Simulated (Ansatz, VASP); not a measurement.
## One calculation of MoSe, two programs

The input INCAR:

```
ALGO = Normal
EDIFF = 1E-7
EDIFFG = -0.01
ENCUT = 600
GGA = PS
IBRION = 2
ISIF = 3
ISMEAR = 0
LASPH = T
LCHARG = F
LREAL = F
LWAVE = F
NELM = 60
NSW = 80
PREC = Accurate
SIGMA = 0.1
```

KPOINTS

```
k-points
0
Gamma
  14 14 14
```

The input POSCAR:

```
MoSe
1.0
    0.0000000000      2.5748516654      2.5748516654
    2.5748516654      0.0000000000      2.5748516654
    2.5748516654      2.5748516654      0.0000000000
Mo Se
1 1
Direct
    0.0000000000      0.0000000000      0.0000000000
    0.5000000000      0.5000000000      0.5000000000
```

Input for Ansatz:

```yaml
crystal:
  lattice:
    - [0.0, 2.5748516654, 2.5748516654]
    - [2.5748516654, 0.0, 2.5748516654]
    - [2.5748516654, 2.5748516654, 0.0]
  atoms:
    - { symbol: Mo, position: [0.0, 0.0, 0.0] }
    - { symbol: Se, position: [0.5, 0.5, 0.5] }
basis:
  ecutwfc: 420
kpoints:
  mp_grid: { grid: [14, 14, 14] }
hamiltonian:
  xc: pbesol
scf:
  occupations: { method: gaussian, width: 0.1 }
  lower_state_search: "off"
output:
  forces: true
  stress: true
  eigenvalues: true
relax:
  adjacent_minimum: "off"
  f_tol: 0.01
  max_steps: 60
  cell: { stress_tol: 0.05 }
```

Alike in both runs: task relaxation of cell and atoms; functional PBEsol; k mesh 14 × 14 × 14; occupations gaussian, width 0.1 eV; no spin polarisation.

```csv
,VASP,Ansatz
version,VASP 6.6.1,Ansatz 0.2.0
potentials or method,"VASP PAW PBE potentials, release 64 (Mo_sv, Se), cutoff 600 eV","scalar-relativistic, plane waves, PAW"
valence electrons in the cell,20,30
```

```tsv
	VASP	Ansatz	Ansatz less VASP
gap on the k mesh at the Fermi level, each at its own relaxed structure (eV)	none	none	-
relaxed volume (Å³/atom)	17.11	17.07	-0.036
relaxed length of the cell vector where the two differ most in proportion (Å)	3.644	3.641	-0.0026
```

VASP's potentials were made for PBE, not for PBEsol. A gap of «none» marks a metal or a gap that the smearing closes. VASP's potentials hold 20 valence electrons a cell and Ansatz's 30, so a difference there can come from the potentials and not from the codes.
